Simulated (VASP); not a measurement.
Here is a VASP 6.6.1 calculation.

INCAR

```
ALGO = Normal
EDIFF = 1E-7
EDIFFG = -0.03
ENCUT = 500
GGA = CA
GGA_COMPAT = False
IBRION = 2
ISIF = 3
ISMEAR = -1
LASPH = True
LCHARG = False
LREAL = False
LWAVE = False
NELM = 120
NELMIN = 4
NSW = 60
PREC = Accurate
SIGMA = 0.02
```

KPOINTS

```
k-points
0
Gamma
  9 9 9
```

POSCAR

```
Nb
1.0
   -1.6639500000      1.6639500000      1.6639500000
    1.6639500000     -1.6639500000      1.6639500000
    1.6639500000      1.6639500000     -1.6639500000
Nb
1
Direct
    0.0000000000      0.0000000000      0.0000000000
```

Potentials or basis: VASP PAW LDA potentials, release 64 (Nb_sv).

Run with:

```sh
$ cat potpaw_LDA.64/Nb_sv/POTCAR > POTCAR
$ mpirun -np 1 vasp_std > vasp.out
```

Q: What does it give for the space group after relaxing (to 0.05 Å)?

A: Im-3m (No. 229).

Q: Estimate the relaxed cell.

A: a = 2.810 Å, b = 2.810 Å, c = 2.810 Å, α = 109.47°, β = 109.47°, γ = 109.47°.

Q: Predict the relaxed volume.

A: 17.07 Å³/atom.

Final structure:
```
CELL_PARAMETERS angstrom
-1.62213 1.62213 1.62213
1.62213 -1.62213 1.62213
1.62213 1.62213 -1.62213
ATOMIC_POSITIONS crystal
Nb 0.00000 0.00000 0.00000
```

LDA usually gives volumes a few per cent too small. Zero-point motion and thermal expansion aren't in these numbers.
